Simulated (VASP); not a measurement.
# H2CBr2 (C2/c) in VASP: a series of runs, part 2 of 2

VASP 6.6.1. The steps go on from the part before.

## Step 3: Single point, PBEsol

Contents of INCAR:

```
PREC = Accurate
ENCUT = 520
EDIFF = 1E-6
ISMEAR = 0
SIGMA = 0.02
LREAL = Auto
LASPH = T
NELM = 100
ALGO = Normal
ISIF = 2
LWAVE = F
LCHARG = F
GGA = PS
NBANDS = 56
ISYM = 0
```

Contents of KPOINTS:

```
Automatic mesh
0
Gamma
  6 6 2
```

Contents of POSCAR:

```
H2CBr2
1.0
    5.9431025406     -2.2484475602     -0.1046244657
    5.9431025406      2.2484475602     -0.1046244657
   -5.1204591909      0.0000000000     14.1107731721
H C Br
8 4 8
Direct
    0.7677061550      0.5601475096      0.0378722233
    0.4398524904      0.2322938450      0.4621277767
    0.2322938450      0.4398524904      0.9621277767
    0.5601475096      0.7677061550      0.5378722233
    0.9274296141      0.5109712077      0.1639854431
    0.4890287923      0.0725703859      0.3360145569
    0.0725703859      0.4890287923      0.8360145569
    0.5109712077      0.9274296141      0.6639854431
    0.7234350326      0.6709543983      0.1119900065
    0.3290456017      0.2765649674      0.3880099935
    0.2765649674      0.3290456017      0.8880099935
    0.6709543983      0.7234350326      0.6119900065
    0.3611490197      0.7807539416      0.1297751205
    0.2192460584      0.6388509803      0.3702248795
    0.6388509803      0.2192460584      0.8702248795
    0.7807539416      0.3611490197      0.6297751205
    0.6419626683      0.0432067892      0.1331199429
    0.9567932108      0.3580373317      0.3668800571
    0.3580373317      0.9567932108      0.8668800571
    0.0432067892      0.6419626683      0.6331199429
```

Potentials or basis: VASP PAW PBE potentials, release 64 (H, C, Br).

Run with:

```console
> cat potpaw_PBE.64/H/POTCAR potpaw_PBE.64/C/POTCAR potpaw_PBE.64/Br/POTCAR > POTCAR
> mpirun -np 1 vasp_std > vasp.out
```

OUTCAR:

```text
PREC = Accurate
   ENCUT = 520
   EDIFF = 1E-6
   ISMEAR = 0
   LREAL = Auto
   LASPH = T
   NELM = 100
   ISIF = 2
   GGA = PS
   ISYM = 0

 ion  position               nearest neighbor table
   1  0.768  0.560  0.038-   9 1.10
   2  0.440  0.232  0.462-  10 1.10
   3  0.232  0.440  0.962-  11 1.10
   4  0.560  0.768  0.538-  12 1.10
   5  0.927  0.511  0.164-   9 1.10
   6  0.489  0.073  0.336-  10 1.10
   7  0.073  0.489  0.836-  11 1.10
   8  0.511  0.927  0.664-  12 1.10
   9  0.723  0.671  0.112-   1 1.10   5 1.10  17 1.93  13 1.93
  10  0.329  0.277  0.388-   2 1.10   6 1.10  18 1.93  14 1.93
  11  0.277  0.329  0.888-   3 1.10   7 1.10  19 1.93  15 1.93
  12  0.671  0.723  0.612-   4 1.10   8 1.10  20 1.93  16 1.93
  13  0.361  0.781  0.130-   9 1.93
  14  0.219  0.639  0.370-  10 1.93
  15  0.639  0.219  0.870-  11 1.93
  16  0.781  0.361  0.630-  12 1.93
  17  0.642  0.043  0.133-   9 1.93
  18  0.957  0.358  0.367-  10 1.93
  19  0.358  0.957  0.867-  11 1.93
  20  0.043  0.642  0.633-  12 1.93

IMPORTANT INFORMATION: All symmetrisations will be switched off!
NOSYMM: (Re-)initialisation of all symmetry stuff for point group C_1.

[... 188 lines left out ...]
      2     -16.2966      2.00000
      3     -16.2896      2.00000
      4     -16.1826      2.00000
      5     -14.6361      2.00000
      6     -14.5810      2.00000
[... 1309 lines left out ...]
     51       6.0533      0.00000
     52       6.3326      0.00000

 [... further k-points ...]

 [bands above 52 left out]

------------------------ aborting loop because EDIFF is reached ----------------------------------------

  FORCE on cell =-STRESS in cart. coord.  units (eV):
  Direction    XX          YY          ZZ          XY          YZ          ZX
  --------------------------------------------------------------------------------------
  -------------------------------------------------------------------------------------
  Total        0.1484377      0.1620672      0.0928532     -0.0000008      0.0000000     -0.0398274
  in kB        0.6346892      0.6929666      0.3970214     -0.0000033      0.0000001     -0.1702939
  external PRESSURE =       0.5748924 kB  Pullay stress =       0.0000000 kB

 VOLUME and BASIS-vectors are now :
 -----------------------------------------------------------------------------
  energy-cutoff  :      520.00
  volume of cell :      374.71
      direct lattice vectors                 reciprocal lattice vectors
     5.943102541 -2.248447560 -0.104624466     0.084672043 -0.222375655  0.030725442
     5.943102541  2.248447560 -0.104624466     0.084672043  0.222375655  0.030725442
    -5.120459191  0.000000000 14.110773172     0.001255603  0.000000000  0.071323467

 POSITION                                       TOTAL-FORCE (eV/Angst)
 -----------------------------------------------------------------------------------
      7.69765     -0.46668      0.39548        -0.003234     -0.009224     -0.031798
      1.62833     -0.46668      6.45066         0.003234     -0.009224      0.031797
     -0.93190      0.46668     13.50604         0.003235      0.009224      0.031799
      5.13742      0.46668      7.45087        -0.003234      0.009224     -0.031797
      7.70888     -0.93638      2.16347        -0.002220     -0.024444      0.018240
      1.61709     -0.93638      4.68267         0.002220     -0.024443     -0.018239
[... 12 lines left out ...]
      3.37535      1.34627     12.09478        -0.024916     -0.023446     -0.007055
      0.83017      1.34627      8.86213         0.024917     -0.023446      0.007054
 -----------------------------------------------------------------------------------
    total drift:                               -0.000001     -0.000004     -0.000004

  FREE ENERGIE OF THE ION-ELECTRON SYSTEM (eV)
  ---------------------------------------------------
  free  energy   TOTEN  =       -80.9603151097 eV

  energy  without entropy=      -80.9603151097  energy(sigma->0) =      -80.96031511
```

OSZICAR:

```text
N       E                     dE             d eps       ncg     rms          rms(c)
DAV:   1     0.491744890861E+03    0.49174E+03   -0.33244E+04  4480   0.121E+03
DAV:   2    -0.327797695951E+02   -0.52452E+03   -0.50295E+03  5880   0.224E+02
DAV:   3    -0.850607005415E+02   -0.52281E+02   -0.51827E+02  5536   0.779E+01
DAV:   4    -0.860838219442E+02   -0.10231E+01   -0.10191E+01  5392   0.127E+01
DAV:   5    -0.861060967902E+02   -0.22275E-01   -0.22263E-01  5432   0.184E+00    0.244E+01
DAV:   6    -0.814685682796E+02    0.46375E+01   -0.53920E+00  5280   0.118E+01    0.960E+00
DAV:   7    -0.810488415536E+02    0.41973E+00   -0.37782E+00  5464   0.685E+00    0.688E+00
DAV:   8    -0.809596661198E+02    0.89175E-01   -0.26762E-01  5368   0.197E+00    0.316E+00
DAV:   9    -0.809591800246E+02    0.48610E-03   -0.32356E-02  5336   0.725E-01    0.899E-01
DAV:  10    -0.809597746318E+02   -0.59461E-03   -0.85631E-03  5408   0.368E-01    0.256E-01
DAV:  11    -0.809601351452E+02   -0.36051E-03   -0.11232E-03  5440   0.124E-01    0.147E-01
DAV:  12    -0.809602677522E+02   -0.13261E-03   -0.13753E-04  5160   0.448E-02    0.610E-02
DAV:  13    -0.809603087118E+02   -0.40960E-04   -0.50090E-05  5392   0.320E-02    0.863E-03
DAV:  14    -0.809603150270E+02   -0.63152E-05   -0.22082E-05  5488   0.167E-02    0.877E-03
DAV:  15    -0.809603151097E+02   -0.82707E-07   -0.12387E-06  3512   0.494E-03
   1 F= -.80960315E+02 E0= -.80960315E+02  d E =-.903038E-23
```

Run time: 15 min. Hardware: 1 thread of Intel Xeon 6975P-C (Granite Rapids), shared host; peak memory 0.87 GiB.

Results:

```
Free energy            : -80.9603 eV
Pressure               : 0.1 GPa
Largest force          : 0.035 eV/Å
Band gap on the k mesh : 4.16 eV (least direct gap 4.22 eV)
```

Forces in eV/Å, atoms in the order of the input:
```
H   -0.003 -0.009 -0.032
H    0.003 -0.009  0.032
H    0.003  0.009  0.032
H   -0.003  0.009 -0.032
H   -0.002 -0.024  0.018
H    0.002 -0.024 -0.018
H    0.002  0.024 -0.018
H   -0.002  0.024  0.018
C    0.005  0.006  0.010
C   -0.005  0.006 -0.010
C   -0.005 -0.006 -0.010
C    0.005 -0.006  0.010
Br  -0.026  0.019  0.006
Br   0.026  0.019 -0.006
Br   0.026 -0.019 -0.006
Br  -0.026 -0.019  0.006
Br   0.025  0.023  0.007
Br  -0.025  0.023 -0.007
Br  -0.025 -0.023 -0.007
Br   0.025 -0.023  0.007
```

Caveat: this functional lacks dispersion, which holds the molecules together, so the pressure and a relaxed volume are unreliable; the PAW data sets were made with another functional, which shifts forces and pressure a little. A k mesh can miss the band edges.
